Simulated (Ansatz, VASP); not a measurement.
## Two plane-wave programs on Cs

```xyz
2
Lattice="-2.5739 2.5739 9.2821 2.5739 -2.5739 9.2821 2.5739 2.5739 -9.2821" Properties=species:S:1:pos:R:3 pbc="T T T"
Cs    2.5739    0.0000    4.6410
Cs    0.0000    0.0000    9.2821
```

Alike in both runs: functional PBE; k mesh 12 × 12 × 12; occupations gaussian, width 0.1 eV; no spin polarisation.

Ansatz relaxed the structure, and its values are those at the end. VASP's run is a single point on that final structure, the one shown.

```csv
,VASP,Ansatz
version,VASP 6.6.1,Ansatz 0.2.0
potentials or method,"VASP PAW PBE potentials, release 64 (Cs_sv), cutoff 520 eV","scalar-relativistic, plane waves, PAW"
valence electrons in the cell,18,18
```

|  | VASP | Ansatz | Ansatz less VASP |
| --- | --- | --- | --- |
| gap on the k mesh at the Fermi level (eV) | none | none | - |
| pressure (GPa) | 0.0 | 0.0 | +0.01 |

A gap of «none» marks a metal or a gap that the smearing closes.

Spin-orbit coupling is off throughout.
